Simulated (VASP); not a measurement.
A run of VASP 6.6.1:

The input POSCAR:

```
TiO
1.0
    2.8516080131      0.0000000000      0.0000000000
   -1.4258040066      2.4695649810      0.0000000000
    0.0000000000      0.0000000000      5.5675030000
Ti O
2 2
Direct
    0.3333333333      0.6666666667      0.2500000000
    0.6666666667      0.3333333333      0.7500000000
    0.0000000000      0.0000000000      0.0000000000
    0.0000000000      0.0000000000      0.5000000000
```

Contents of INCAR.step1:

```
ALGO = Normal ; EDIFF = 1E-5
ENCUT = 910 ; GGA = PE
GGA_COMPAT = F ; ISMEAR = 0
LASPH = T ; LCHARG = F
LREAL = F ; LWAVE = T
NBANDS = 26 ; NELM = 120
PREC = Accurate ; SIGMA = 0.1
```

INCAR.step2

```
ALGO = Normal ; EDIFF = 1E-6
ENCUT = 910 ; GGA_COMPAT = F
ISIF = 2 ; ISMEAR = 0
ISTART = 1 ; LASPH = T
LCHARG = F ; LMIXTAU = T
LREAL = F ; LWAVE = F
METAGGA = R2SCAN ; NBANDS = 26
NELM = 120 ; PREC = Accurate
SIGMA = 0.1
```

The input KPOINTS:

```
k-points
0
Gamma
  12 12 4
```

Potentials or basis: VASP PAW PBE potentials, release 64 (Ti_sv, O_h).

Run with:

```bash
$ cat potpaw_PBE.64/Ti_sv/POTCAR potpaw_PBE.64/O_h/POTCAR > POTCAR
$ cp INCAR.step1 INCAR
$ mpirun -np 1 vasp_std > vasp.out
$ cp INCAR.step2 INCAR
$ mpirun -np 1 vasp_std > vasp.out
```

Hardware: 1 thread of AMD EPYC 7R43 64-Core Processor (Zen 3) (shared host).

Task: Estimate the wall time of this run.

Result: It took 11 min on 1 thread of AMD EPYC 7R43 64-Core Processor (Zen 3) (shared host), peak memory 0.24 GiB. Counts: k points 57.
